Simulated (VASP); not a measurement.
Write the native input for VASP 6.6.1 that does the following.

```yaml
Task: electric field gradients
Functional: LDA
Potentials_or_basis: VASP PAW LDA potentials, release 64 (Ag)
Cutoff: 520 eV
k_mesh: 15 × 15 × 15
Occupations: fermi-dirac, width 0.03 eV
Spin: no spin polarisation
Dipole_correction: no
Further_INCAR_settings: ALGO = Normal; EDIFF = 1e-08; NBANDS = 12
```

The structure of Ag lies in POSCAR:

```
Ag
1.0
    0.0000000000      2.0431000000      2.0431000000
    2.0431000000      0.0000000000      2.0431000000
    2.0431000000      2.0431000000      0.0000000000
Ag
1
Direct
    0.0000000000      0.0000000000      0.0000000000
```

The input as run:

INCAR

```
SYSTEM = Ag
PREC = Accurate
ENCUT = 520
EDIFF = 1E-8
ISMEAR = -1
SIGMA = 0.03
LREAL = .False.
LASPH = .True.
NELM = 80
ALGO = Normal
ISIF = 2
LWAVE = .False.
LCHARG = .False.
LEFG = .True.
NBANDS = 12
```

KPOINTS

```
Automatic mesh
0
Gamma
  15 15 15
  0 0 0
```

Potentials or basis: VASP PAW LDA potentials, release 64 (Ag).

Launch:

```console
$ cat potpaw_LDA.64/Ag/POTCAR > POTCAR
$ mpirun -np 1 vasp_std > vasp.out
```

Results of the run:

The pressure is -7.3 GPa.

Caveat: without QUAD_EFG the Cq values of the log hold for a quadrupole moment of 1 mb, not for the nuclei.

It took 33 s on 1 thread of AMD EPYC 7R13 Processor (Zen 3) (shared host), peak memory 0.11 GiB.
